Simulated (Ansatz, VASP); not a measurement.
# One calculation of Be3CdSe4, two programs

```
CELL_PARAMETERS angstrom
5.46124 0.00000 0.00000
0.00000 5.46124 0.00000
0.00000 0.00000 5.46124
ATOMIC_POSITIONS crystal
Be 0.00000 0.00000 0.50000
Be 0.00000 0.50000 0.00000
Be 0.50000 0.00000 0.00000
Cd 0.50000 0.50000 0.50000
Se 0.77289 0.77289 0.22711
Se 0.77289 0.22711 0.77289
Se 0.22711 0.77289 0.77289
Se 0.22711 0.22711 0.22711
```

Change from the starting cell: species swapped into the MgZn3S4 type (P-43m, No. 215).

Alike in both runs: functional PBE; k mesh 2 × 2 × 2; occupations gaussian, width 0.15 eV; no spin polarisation.

Ansatz relaxed the structure, and its values are those at the end. VASP's run is a single point on that final structure, the one shown.

|  | VASP | Ansatz |
| --- | --- | --- |
| version | VASP 6.6.1 | Ansatz 0.2.0 |
| potentials or method | VASP PAW PBE potentials, release 64 (Be, Cd, Se), cutoff 600 eV | scalar-relativistic, plane waves, PAW |
| valence electrons in the cell | 42 | 90 |

Ansatz gave:

- gap on the k mesh at the Fermi level (eV): 2.55
- least direct gap on the mesh (eV): 2.55
- pressure (GPa): -0.4
- rms of the force components (eV/Å): 0.023

What did VASP give for the same quantities?

gap on the k mesh at the Fermi level (eV): 2.56; least direct gap on the mesh (eV): 2.56; pressure (GPa): -0.2; rms of the force components (eV/Å): 0.010.

VASP's potentials hold 42 valence electrons a cell and Ansatz's 90, so a difference there can come from the potentials and not from the codes.

The k mesh is coarse, so the values compare programs but aren't converged.
